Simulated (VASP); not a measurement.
Here is a VASP 6.6.1 calculation.

Contents of INCAR:

```
SYSTEM = ScSi2
PREC = Accurate
ENCUT = 520
EDIFF = 1E-6
ISMEAR = 0
SIGMA = 0.05
LREAL = .FALSE.
LASPH = .TRUE.
NELM = 60
ALGO = Normal
ISIF = 2
LWAVE = .FALSE.
LCHARG = .FALSE.
GGA = PS
IVDW = 13
NBANDS = 16
```

Contents of KPOINTS:

```
regular mesh
0
G
  8 8 7
  0 0 0
```

File POSCAR:

```
ScSi2
1.0
    3.9841968522      0.0000000000      0.0000000000
   -1.9920984261      3.4504156877      0.0000000000
    0.0000000000      0.0000000000      3.5009282419
Sc Si
1 2
Direct
    0.0000000000      0.0000000000      0.0000000000
    0.6666666667      0.3333333333      0.5000000000
    0.3333333333      0.6666666667      0.5000000000
```

Potentials or basis: VASP PAW PBE potentials, release 64 (Sc_sv, Si).

Launch:

```bash
$ cat potpaw_PBE.64/Sc_sv/POTCAR potpaw_PBE.64/Si/POTCAR > POTCAR
$ mpirun -np 1 vasp_std > vasp.out
```

**Question.** Predict the dispersion energy per atom.

**Answer.** -0.238 eV.

**Question.** Predict the pressure.

**Answer.** 0.2 GPa.

**Question.** Estimate the band gap on the k mesh.

**Answer.** Zero (an odd number of electrons rules out a gap without spin polarisation).

Caveat: the PAW data sets were made with another functional, which shifts forces and pressure a little.
